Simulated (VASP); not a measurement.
RbCl (rocksalt type):

```
CELL_PARAMETERS angstrom
0.00000 3.34896 3.34896
3.34896 0.00000 3.34896
3.34896 3.34896 0.00000
ATOMIC_POSITIONS crystal
Rb 0.00000 0.00000 0.00000
Cl 0.50000 0.50000 0.50000
```

Base run:

* Program: VASP 6.6.1
* Functional: r2SCAN
* Potentials or basis: VASP PAW PBE potentials, release 64 (Rb_sv, Cl)
* Cutoff: 440 eV
* k mesh: 10 × 10 × 10
* Occupations: fermi-dirac, width 0.05 eV
* Spin: no spin polarisation

Its results: band gap on the k mesh 5.44 eV; pressure -0.6 GPa.

**Question.** The run is repeated on the same cell with these changes: functional from r2SCAN to PBEsol; cutoff from 440 eV to 400 eV. What comes out?

**Answer.** Band gap on the k mesh 4.70 eV; pressure -1.0 GPa.

Caveats: the PAW data sets were made with another functional, which shifts forces and pressure a little.

A k mesh can miss the band edges.
